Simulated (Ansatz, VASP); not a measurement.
**One calculation of YbH3, two programs**

```
Yb H
1.0
     0.00000    2.57474    2.57474
     2.57474    0.00000    2.57474
     2.57474    2.57474    0.00000
Yb H
1 3
Direct
  0.00000 0.00000 0.00000
  0.50000 0.50000 0.50000
  0.25000 0.25000 0.25000
  0.75000 0.75000 0.75000
```

Alike in both runs: task single point; functional PBE; k mesh 10 × 10 × 10; occupations gaussian, width 0.05 eV; no spin polarisation.

```csv
,VASP,Ansatz
version,VASP 6.6.1,Ansatz 0.2.0
potentials or method,"VASP PAW PBE potentials, release 64 (Yb, H), cutoff 520 eV","scalar-relativistic, plane waves, PAW"
valence electrons in the cell,27,27
```

```tsv
	VASP	Ansatz	Ansatz less VASP
gap on the k mesh at the Fermi level (eV)	none	none	-
pressure (GPa)	-3.2	-3.1	+0.07
```

A gap of «none» marks a metal or a gap that the smearing closes. The functional is the same, so the differences come from potentials, cutoffs and numerics.

Spin-orbit coupling is off throughout.
